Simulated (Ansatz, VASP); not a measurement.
# HfC: VASP beside Ansatz

The input INCAR:

```
SYSTEM = HfC
PREC = Accurate
ENCUT = 520
EDIFF = 1E-7
ISMEAR = 0
SIGMA = 0.15
LREAL = .FALSE.
LASPH = .TRUE.
NELM = 60
ALGO = Normal
ISIF = 2
LWAVE = .FALSE.
LCHARG = .FALSE.
GGA = PE
NBANDS = 14
```

Contents of KPOINTS:

```
Automatic mesh
0
G
  18 18 18
  0 0 0
```

Contents of POSCAR:

```
HfC
1.0
    0.0000000000      2.2901250000      2.3250000000
    2.2901250000      0.0000000000      2.3250000000
    2.2901250000      2.2901250000      0.0000000000
Hf C
1 1
Direct
    0.5000000000      0.5000000000      0.5000000000
    0.0000000000      0.0000000000      0.0000000000
```

Input for Ansatz:

```yaml
crystal:
  lattice:
    - [0.0, 2.290125, 2.325]
    - [2.290125, 0.0, 2.325]
    - [2.290125, 2.290125, 0.0]
  atoms:
    - { symbol: Hf, position: [0.5, 0.5, 0.5] }
    - { symbol: C, position: [0.0, 0.0, 0.0] }
basis:
  ecutwfc: 420
kpoints:
  mp_grid: { grid: [18, 18, 18] }
hamiltonian:
  xc: pbe
scf:
  occupations: { method: gaussian, width: 0.15 }
output:
  forces: true
  stress: true
  eigenvalues: true
```

Change from the starting cell: strain -0.015 along x and y, +0.000 along z, atoms carried along.

Alike in both runs: task single point; functional PBE; k mesh 18 × 18 × 18; occupations gaussian, width 0.15 eV; no spin polarisation.

|  | VASP | Ansatz |
| --- | --- | --- |
| version | VASP 6.6.1 | Ansatz 0.2.0 |
| potentials or method | VASP PAW PBE potentials, release 64 (Hf_pv, C), cutoff 520 eV | scalar-relativistic, plane waves, PAW |
| valence electrons in the cell | 14 | 30 |

|  | VASP | Ansatz | Ansatz less VASP |
| --- | --- | --- | --- |
| gap on the k mesh at the Fermi level (eV) | none | none | - |
| pressure (GPa) | 7.3 | 7.9 | +0.54 |
| traceless stress, the component that is largest in VASP (GPa) | -4.55 | -4.50 | +0.059 |

A gap of «none» marks a metal or a gap that the smearing closes. VASP's potentials hold 14 valence electrons a cell and Ansatz's 30, so a difference there can come from the potentials and not from the codes.

Spin-orbit coupling is off throughout.
